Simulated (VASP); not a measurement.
The system is Y.

```xyz
2
Lattice="3.6474 0.0000 0.0000 -1.8237 3.1587 0.0000 0.0000 0.0000 5.7306" Properties=species:S:1:pos:R:3 pbc="T T T"
Y     1.8572    1.0164    4.3050
Y    -0.0239    2.1294    1.4649
```

This cell differs from its parent crystal: atoms moved at random.

Base run:

* Program: VASP 6.6.1
* Functional: PBE
* Potentials or basis: VASP PAW PBE potentials, release 64 (Y_sv)
* Cutoff: 520 eV
* k mesh: 8 × 8 × 5
* Occupations: fermi-dirac, width 0.05 eV
* Spin: no spin polarisation

Its results: band gap on the k mesh zero (band 11 reaches 3.84 eV, above the bottom of band 12 at 2.53 eV); pressure -0.2 GPa; largest force 0.122 eV/Å.

The run is repeated on the same cell with these changes: functional from PBE to PBEsol; further incar settings from ALGO = Fast; EDIFF = 1e-07; NBANDS = 18 to ALGO = Fast; EDIFF = 1e-06; NBANDS = 18. What comes out?

Band gap on the k mesh zero (band 11 reaches 3.74 eV, above the bottom of band 12 at 2.42 eV); pressure -2.1 GPa; largest force 0.117 eV/Å.

Caveats: the PAW data sets were made with another functional, which shifts forces and pressure a little (some runs).
